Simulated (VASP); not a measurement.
Runs of VASP 6.6.1 on SrGa3. The structure is that of space group Pm-3m (No. 221), or close to it. The cells are those of the table. 

```csv
level,potentials or basis,cell,smearing,gap on the mesh (eV),pressure (GPa)
r2SCAN,"VASP PAW PBE potentials, release 64 (Sr_sv, Ga_d)","a = 4.528 Å, 4 atoms",gaussian 0.05 eV,none,-1.2
PBE,"VASP PAW PBE potentials, release 64 (Sr_sv, Ga_d)","a = 4.588 Å, 4 atoms",gaussian 0.05 eV,none,-1.3
PBE,"VASP PAW PBE potentials, release 64 (Sr_sv, Ga_d)","a = 4.558 Å, 4 atoms",gaussian 0.05 eV,none,-0.6
PBEsol,"VASP PAW PBE potentials, release 64 (Sr_sv, Ga_d)","a = 4.528 Å, 4 atoms",gaussian 0.05 eV,none,(a)
LDA,"VASP PAW LDA potentials, release 64 (Sr_sv, Ga_d)","a = 4.528 Å, 4 atoms",gaussian 0.05 eV,none,-4.2
PBE+D3(BJ),"VASP PAW PBE potentials, release 64 (Sr_sv, Ga_d)","a = 4.528 Å, 4 atoms",gaussian 0.15 eV,none,(b)
PBE,"VASP PAW PBE potentials, release 64 (Sr_sv, Ga_d)","a = 4.632 Å, 4 atoms",gaussian 0.05 eV,none,-2.2
PBE,"VASP PAW PBE potentials, release 64 (Sr_sv, Ga_d)","a = 4.528, b = 4.528, c = 4.483 Å, 4 atoms",gaussian 0.05 eV,none,(c)
```

Alike in all rows: task single point; no spin polarisation; k mesh 8 × 8 × 8; cutoff (eV) 520.

Task: Estimate the missing entries.

Result: (a) -2.6; (b) -1.9; (c) 0.5.

Caveats: the PAW data sets were made with another functional, which shifts forces and pressure a little (at least some runs); the cell stands under tension (at least some runs).

A k mesh can miss the band edges, and the runs leave out spin-orbit coupling on Ga, Sr.

A gap of «none» marks levels without a gap at the run's occupations.
